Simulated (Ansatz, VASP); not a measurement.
**Ta2C in VASP and in Ansatz**

```
CELL_PARAMETERS angstrom
3.09579 0.00000 0.00000
-1.54790 2.68104 0.00000
0.00000 0.00000 4.92026
ATOMIC_POSITIONS crystal
Ta 0.33333 0.66667 0.25286
Ta 0.66667 0.33333 0.74714
C 0.00000 0.00000 0.00000
```

Alike in both runs: functional PBEsol; k mesh 15 × 15 × 8; occupations fermi-dirac, width 0.15 eV; no spin polarisation.

Ansatz relaxed the structure, and its values are those at the end. VASP's run is a single point on that final structure, the one shown.

|  | VASP | Ansatz |
| --- | --- | --- |
| version | VASP 6.6.1 | Ansatz 0.2.0 |
| potentials or method | VASP PAW PBE potentials, release 64 (Ta_pv, C), cutoff 520 eV | scalar-relativistic, plane waves, PAW |
| valence electrons in the cell | 26 | 30 |

Ansatz gave:

* gap on the k mesh at the Fermi level (eV): none
* pressure (GPa): 0.0
* rms of the force components (eV/Å): 0.000

**Question.** What did VASP give for the same quantities?

**Answer.** gap on the k mesh at the Fermi level (eV): none; pressure (GPa): 0.5; rms of the force components (eV/Å): 0.022.

VASP's potentials were made for PBE, not for PBEsol. A gap of «none» marks a metal or a gap that the smearing closes. With one functional, cell and mesh, what is left measures potentials, basis and numerics. VASP's potentials hold 26 valence electrons a cell and Ansatz's 30, so a difference there can come from the potentials and not from the codes.

Neither program's run includes spin-orbit coupling.
